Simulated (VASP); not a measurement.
# CaO (Fm-3m) in VASP: single point with r2SCAN

Aim: the single point of CaO with r2SCAN.

Program: VASP 6.6.1. These are calculated values, not measurements. Logs are shortened: lines on timing, memory, paths and dates and some standing lists are left out, and cuts for length are marked.

## Step 1: The cell of the first run

It takes space group Fm-3m (No. 225, cubic). Conventional cell: a = 4.795 Å, b = 4.795 Å, c = 4.795 Å, α = 90.00°, β = 90.00°, γ = 90.00°. Ca (site symmetry m-3m) has 6 O at 2.40 Å within 3.2 Å. O (site symmetry m-3m) has 6 Ca at 2.40 Å within 3.2 Å.

## Step 2: Single point, r2SCAN (13.78 Å³/atom)

Contents of POSCAR:

```
CaO
1.0
    0.0000000000      2.3974301575      2.3974301575
    2.3974301575      0.0000000000      2.3974301575
    2.3974301575      2.3974301575      0.0000000000
Ca O
1 1
Direct
    0.5000000000      0.5000000000      0.5000000000
    0.0000000000      0.0000000000      0.0000000000
```

Contents of INCAR.step1:

```
SYSTEM = CaO
PREC = Accurate
ENCUT = 1480
ISMEAR = 0
SIGMA = 0.05
LREAL = .FALSE.
LASPH = .TRUE.
NELM = 120
NBANDS = 15
GGA = PE
ALGO = Normal
EDIFF = 1E-5
LWAVE = .TRUE.
LCHARG = .FALSE.
GGA_COMPAT = .FALSE.
```

Contents of INCAR.step2:

```
SYSTEM = CaO
PREC = Accurate
ENCUT = 1480
EDIFF = 1E-6
ISMEAR = 0
SIGMA = 0.05
LREAL = .FALSE.
LASPH = .TRUE.
NELM = 120
ALGO = Normal
ISIF = 2
LWAVE = .FALSE.
LCHARG = .FALSE.
METAGGA = R2SCAN
LMIXTAU = .TRUE.
NBANDS = 15
ISTART = 1
GGA_COMPAT = .FALSE.
```

Contents of KPOINTS:

```
regular mesh
0
G
  8 8 8
  0 0 0
```

Potentials or basis: VASP PAW PBE potentials, release 64 (Ca_sv, O_h).

Started as:

```
cat potpaw_PBE.64/Ca_sv/POTCAR potpaw_PBE.64/O_h/POTCAR > POTCAR
cp INCAR.step1 INCAR
mpirun -np 1 vasp_std > vasp.out
cp INCAR.step2 INCAR
mpirun -np 1 vasp_std > vasp.out
```

OUTCAR:

```text
SYSTEM = CaO
   PREC = Accurate
   ENCUT = 1480
   EDIFF = 1E-6
   ISMEAR = 0
   LREAL = .FALSE.
   LASPH = .TRUE.
   NELM = 120
   ISIF = 2
   METAGGA = R2SCAN
   ISTART = 1

 ion  position               nearest neighbor table
   1  0.500  0.500  0.500-
   2  0.000  0.000  0.000-

  LATTYP: Found a face centered cubic cell.
 ALAT       =     4.7948603150

  Lattice vectors:

 A1 = (   0.0000000000,   2.3974301575,   2.3974301575)
 A2 = (   2.3974301575,   0.0000000000,   2.3974301575)
 A3 = (   2.3974301575,   2.3974301575,   0.0000000000)

Analysis of symmetry for initial positions (statically):
=====================================================================
 Subroutine PRICEL returns:
 Original cell was already a primitive cell.

 Routine SETGRP: Setting up the symmetry group for a
 face centered cubic supercell.

 Subroutine GETGRP returns: Found 48 space group operations
 (whereof 48 operations were pure point group operations)
 out of a pool of 48 trial point group operations.

The static configuration has the point symmetry O_h .

Analysis of symmetry for dynamics (positions and initial velocities):
=====================================================================
 Subroutine PRICEL returns:
 Original cell was already a primitive cell.

 Routine SETGRP: Setting up the symmetry group for a
 face centered cubic supercell.

 Subroutine GETGRP returns: Found 48 space group operations
 (whereof 48 operations were pure point group operations)
 out of a pool of 48 trial point group operations.

The dynamic configuration has the point symmetry O_h .

 Subroutine INISYM returns: Found 48 space group operations
 (whereof 48 operations are pure point group operations),
 and found     1 'primitive' translations

----------------------------------------------------------------------------------------

                                     Primitive cell

  volume of cell :      27.5593

  direct lattice vectors                    reciprocal lattice vectors
     0.000000000  2.397430158  2.397430158    -0.208556649  0.208556649  0.208556649
     2.397430158  0.000000000  2.397430158     0.208556649 -0.208556649  0.208556649
     2.397430158  2.397430158  0.000000000     0.208556649  0.208556649 -0.208556649

  length of vectors
     3.390478244  3.390478244  3.390478244     0.361230712  0.361230712  0.361230712

  position of ions in fractional coordinates (direct lattice)
     0.500000000  0.500000000  0.500000000
     0.000000000  0.000000000  0.000000000

  ion indices of the primitive-cell ions
   primitive index   ion index
                 1           1
                 2           2

----------------------------------------------------------------------------------------

 KPOINTS: regular mesh

Automatic generation of k-mesh.
 Grid dimensions read from file:
 generate k-points for:    8    8    8

 Generating k-lattice:

  Cartesian coordinates                     Fractional coordinates (reciprocal lattice)
    -0.026069581  0.026069581  0.026069581     0.125000000  0.000000000  0.000000000
     0.026069581 -0.026069581  0.026069581     0.000000000  0.125000000  0.000000000
     0.026069581  0.026069581 -0.026069581     0.000000000  0.000000000  0.125000000

  Length of vectors
     0.045153839  0.045153839  0.045153839

  Shift w.r.t. Gamma in fractional coordinates (k-lattice)
     0.000000000  0.000000000  0.000000000

 Subroutine IBZKPT returns following result:
 ===========================================

 Found     29 irreducible k-points:

 Following reciprocal coordinates:
            Coordinates               Weight
  0.000000  0.000000  0.000000      1.000000
  0.125000  0.000000  0.000000      8.000000
  0.250000  0.000000  0.000000      8.000000
  0.375000  0.000000  0.000000      8.000000
  0.500000  0.000000  0.000000      4.000000
  0.125000  0.125000  0.000000      6.000000
[... 16 lines left out ...]
  0.500000  0.250000  0.125000     48.000000
 -0.375000  0.250000  0.125000     24.000000
 [... further k-points ...]
   k-points           NKPTS =     29   k-points in BZ     NKDIM =     29   number of bands    NBANDS=     15
   number of dos      NEDOS =    301   number of ions     NIONS =      2
   total plane-waves  NPLWV = 110592
   dimension x,y,z NGX =    48 NGY =   48 NGZ =   48
   dimension x,y,z NGXF=    96 NGYF=   96 NGZF=   96
   ions per type =               1   1
   NGX,Y,Z   is equivalent  to a cutoff of  23.54, 23.54, 23.54 a.u.
   NGXF,Y,Z  is equivalent  to a cutoff of  47.07, 47.07, 47.07 a.u.
 SYSTEM =  CaO
   PREC   = accura    normal or accurate (medium, high low for compatibility)
   ISTART =      1    job   : 0-new  1-cont  2-samecut
   ICHARG =      0    charge: 1-file 2-atom 10-const
   ISPIN  =      1    spin polarized calculation?
   LNONCOLLINEAR =      F non collinear calculations
   LSORBIT =      F    spin-orbit coupling
   LASPH  =      T    aspherical Exc in radial PAW
   ENCUT  = 1480.0 eV 108.78 Ry   10.43 a.u.  10.64 10.64 10.64*2*pi/ulx,y,z
   NELM   =    120;   NELMIN=  2; NELMDL=  0     # of ELM steps
   EDIFF  = 0.1E-05   stopping-criterion for ELM
   LREAL  =      F    real-space projection
   EDIFFG = 0.1E-04   stopping-criterion for IOM
   NSW    =      0    number of steps for IOM
   IBRION =     -1    ionic relax: 0-MD 1-quasi-New 2-CG
   NFREE  =      0    steps in history (QN), initial steepest desc. (CG)
   ISIF   =      2    stress and relaxation
   ISYM   =      2    0-nonsym 1-usesym 2-fastsym
   POTIM  = 0.5000    time-step for ionic-motion
   TEBEG  =    0.0;   TEEND  =   0.0 temperature during run
   PSTRESS=    0.0 pullay stress
   NELECT =      16.0000    total number of electrons
   NUPDOWN=      -1.0000    fix difference up-down
   EMIN   =  10.00;   EMAX   =-10.00  energy-range for DOS
   EFERMI =   0.00;   METHOD = LEGACY
   ISMEAR =     0;   SIGMA  =   0.05  broadening in eV -4-tet -1-fermi 0-gaus
   EFERMI_NEDOS =   21; number of points for ismear=-14 and -15
   IALGO  =     38    algorithm
   IMIX   =      4    mixing-type and parameters
     AMIX     =   0.40;   BMIX     =  1.00
     AMIX_MAG =   1.60;   BMIX_MAG =  1.00
  volume/ion in A,a.u.               =      13.78        92.99
  Fermi-wavevector in a.u.,A,eV,Ry     =   1.365711  2.580820 25.377138  1.865167
  Thomas-Fermi vector in A             =   2.491916
   LORBIT       =      0    0 simple, 1 ext, 2 COOP (PROOUT), +10 PAW based schemes
   METAGGA = R2SCAN    functional components
   LHFCALC =     F    Hartree Fock is set to
   AEXX    =    0.0000 exact exchange contribution
   IVDW    =     0    specifies the selected vdW correction
   LEPSILON=     F    determine dielectric tensor
   LRPA    =     F    only Hartree local field effects (RPA)
 non-spin polarized calculation
 Gauss-broadening in eV      SIGMA  =   0.05
  energy-cutoff  :     1480.00
  volume of cell :       27.56
 maximum number of plane-waves:      3591
 NGX is ok and might be reduce to    48
   NGX = 21   NGY = 21   NGZ = 21

 number of electron      16.0000000 magnetization

 Free energy of the ion-electron system (eV)
  ---------------------------------------------------
  ext. energy  EPLUGINS =         0.00000000
  ---------------------------------------------------
  free energy    TOTEN  =       -19.46689159 eV

  energy without entropy =      -19.46689159  energy(sigma->0) =      -19.46689159

 E-fermi :   2.6852     XC(G=0): -11.1148

 val. band max:        2.3311464761   @ k =   0.0000   0.0000   0.0000
 cond. band min:       6.5232146373   @ k =   0.5000   0.5000   0.0000
 fundamental gap:      4.1920681611
 Fermi energy:         2.6852436741

 k-point     1 :       0.0000    0.0000    0.0000
  band No.  band energies     occupation
      1     -36.6923      2.00000
      2     -16.5790      2.00000
      3     -16.5790      2.00000
      4     -16.5790      2.00000
      5     -14.1555      2.00000
      6       2.3311      2.00000
      7       2.3311      2.00000
      8       2.3311      2.00000
      9       7.8207      0.00000
     10       9.2070      0.00000
     11       9.2070      0.00000
     12       9.2070      0.00000
     13      10.8165      0.00000
     14      10.8165      0.00000
     15      18.1556      0.00000

 k-point     2 :       0.1250    0.0000    0.0000
  band No.  band energies     occupation
      1     -36.6771      2.00000
      2     -16.8283      2.00000
      3     -16.5866      2.00000
      4     -16.5866      2.00000
      5     -13.8973      2.00000
      6       1.8152      2.00000
      7       2.1213      2.00000
      8       2.1213      2.00000
      9       8.5018      0.00000
     10       9.1625      0.00000
     11       9.4802      0.00000
     12       9.4802      0.00000
     13      11.1933      0.00000
     14      11.1933      0.00000
     15      18.7638      0.00000

 k-point     3 :       0.2500    0.0000    0.0000
  band No.  band energies     occupation
      1     -36.6401      2.00000
      2     -17.3016      2.00000
      3     -16.6049      2.00000
      4     -16.6049      2.00000
      5     -13.4007      2.00000
      6       0.8228      2.00000
      7       1.6685      2.00000
      8       1.6685      2.00000
      9       9.2369      0.00000
     10       9.9810      0.00000
     11      10.1983      0.00000
     12      10.1983      0.00000
     13      12.1044      0.00000
     14      12.1044      0.00000
     15      19.1675      0.00000
[... 343 lines left out ...]
 k-point    23 :       0.5000    0.2500    0.1250
  band No.  band energies     occupation
      1     -36.5837      2.00000
      2     -17.4999      2.00000
      3     -16.8053      2.00000
      4     -16.6789      2.00000
      5     -13.2126      2.00000
      6       0.3449      2.00000
      7       1.2568      2.00000
      8       1.4976      2.00000
      9       8.8344      0.00000
     10      10.5548      0.00000
     11      11.5279      0.00000
     12      11.6750      0.00000
     13      13.0706      0.00000
     14      14.3254      0.00000
     15      18.2017      0.00000

 k-point    24 :      -0.3750    0.2500    0.1250
  band No.  band energies     occupation
      1     -36.5715      2.00000
      2     -17.5650      2.00000
      3     -16.8196      2.00000
      4     -16.7056      2.00000
      5     -13.1556      2.00000
      6       0.2967      2.00000
      7       1.2071      2.00000
      8       1.2697      2.00000
      9       9.7427      0.00000
     10       9.8331      0.00000
     11      11.8288      0.00000
     12      12.0611      0.00000
     13      13.3679      0.00000
     14      15.1392      0.00000
     15      17.3045      0.00000

 [... further k-points ...]
[... 5 lines left out ...]
  --------------------------------------------------------------------------------------
  -------------------------------------------------------------------------------------
  Total        0.1697899      0.1697899      0.1697899      0.0000000      0.0000000     -0.0000000
  in kB        9.8708475      9.8708475      9.8708475      0.0000000      0.0000000     -0.0000000
  external PRESSURE =       9.8708475 kB  Pullay stress =       0.0000000 kB

 VOLUME and BASIS-vectors are now :
 -----------------------------------------------------------------------------
  energy-cutoff  :     1480.00
  volume of cell :       27.56
      direct lattice vectors                 reciprocal lattice vectors
     0.000000000  2.397430158  2.397430158    -0.208556649  0.208556649  0.208556649
     2.397430158  0.000000000  2.397430158     0.208556649 -0.208556649  0.208556649
     2.397430158  2.397430158  0.000000000     0.208556649  0.208556649 -0.208556649

 POSITION                                       TOTAL-FORCE (eV/Angst)
 -----------------------------------------------------------------------------------
      2.39743      2.39743      2.39743        -0.000000     -0.000000     -0.000000
      0.00000      0.00000      0.00000         0.000000      0.000000      0.000000
 -----------------------------------------------------------------------------------
    total drift:                               -0.000000     -0.000000     -0.000000

  FREE ENERGIE OF THE ION-ELECTRON SYSTEM (eV)
  ---------------------------------------------------
  free  energy   TOTEN  =       -19.4668915864 eV

  energy  without entropy=      -19.4668915864  energy(sigma->0) =      -19.46689159
```

It took 3.7 min on 1 thread of Intel Xeon Platinum 8259CL at 2.50GHz (Skylake/Cascade Lake), shared host; peak memory 0.41 GiB.

What came out:

```yaml
Free_energy: -19.4669 eV
Pressure: 1.0 GPa
Band_gap_on_the_k_mesh: 4.19 eV (least direct gap 4.56 eV)
```

Levels at points of the mesh, in eV from the valence-band top:
```csv
k point,band 6,band 7,band 8,band 9,band 10,band 11
"(0.00, 0.00, 0.00)",0.00,0.00,0.00,5.49,6.88,6.88
"(0.50, 0.00, 0.00)",-2.62,-1.21,-1.21,7.73,9.09,9.09
"(0.50, 0.50, 0.00)",-1.29,-0.37,-0.37,4.19,8.82,9.68
```

Caveat: the PAW data sets were made with another functional, which shifts forces and pressure a little. A k mesh can miss the band edges.
